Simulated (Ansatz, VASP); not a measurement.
Cd: VASP beside Ansatz

The input INCAR:

```
PREC = Accurate
ENCUT = 520
EDIFF = 1E-6
ISMEAR = 1
SIGMA = 0.01
LREAL = False
LASPH = True
NELM = 60
ALGO = Normal
ISIF = 2
LWAVE = False
LCHARG = False
GGA = CA
NBANDS = 19
```

Contents of KPOINTS:

```
regular mesh
0
Gamma
  13 13 6
```

Contents of POSCAR:

```
Cd
1.0
    2.8818641727      0.0000000000      0.0000000000
   -1.4409320863      2.4957675838      0.0000000000
    0.0000000000      0.0000000000      5.6383707528
Cd
2
Direct
    0.3333333333      0.6666666667      0.2500000000
    0.6666666667      0.3333333333      0.7500000000
```

Input for Ansatz:

```yaml
crystal:
  lattice:
    - [2.8818641727, 0.0, 0.0]
    - [-1.4409320863, 2.4957675838, 0.0]
    - [0.0, 0.0, 5.6383707528]
  atoms:
    - { symbol: Cd, position: [0.3333333333, 0.6666666667, 0.25] }
    - { symbol: Cd, position: [0.6666666667, 0.3333333333, 0.75] }
hamiltonian:
  xc: lda
  pseudopotentials:
    kind: paw
    azcp:
      Cd: "pseudopotentials/Cd.paw.azcp"
basis:
  ecutwfc: 420
  fft_grid_basis: typed
kpoints:
  mp_grid: { grid: [13, 13, 6], shift: [0, 0, 0] }
magnetization:
  spin_polarized: false
scf:
  occupations: { method: cold, width: 0.01 }
  lower_state_search: "off"
output:
  stress: true
```

Alike in both runs: task single point; functional LDA; k mesh 13 × 13 × 6; no spin polarisation.

|  | VASP | Ansatz |
| --- | --- | --- |
| version | VASP 6.6.1 | Ansatz 0.2.0 |
| potentials or method | VASP PAW LDA potentials, release 64 (Cd), cutoff 520 eV | plane waves (420 eV) with PAW, scalar-relativistic |
| occupations | methfessel-paxton of order 1, width 0.01 eV | cold, width 0.01 eV |
| valence electrons in the cell | 24 | 40 |

VASP gave:

| Quantity | Value |
| --- | --- |
| pressure (GPa) | 0.8 |
| traceless stress, the component that is largest in VASP (GPa) | -2.47 |

Q: What did Ansatz give for the same quantities?

A: Pressure (GPa): 0.0; traceless stress, the component that is largest in VASP (GPa): -2.11.

Ansatz warns that its potentials were made for another functional, while VASP's fit it. LDA's correlation is that of Perdew and Zunger in VASP and of Perdew and Wang (1992) in Ansatz. VASP's potentials hold 24 valence electrons a cell and Ansatz's 40, so a difference there can come from the potentials and not from the codes.
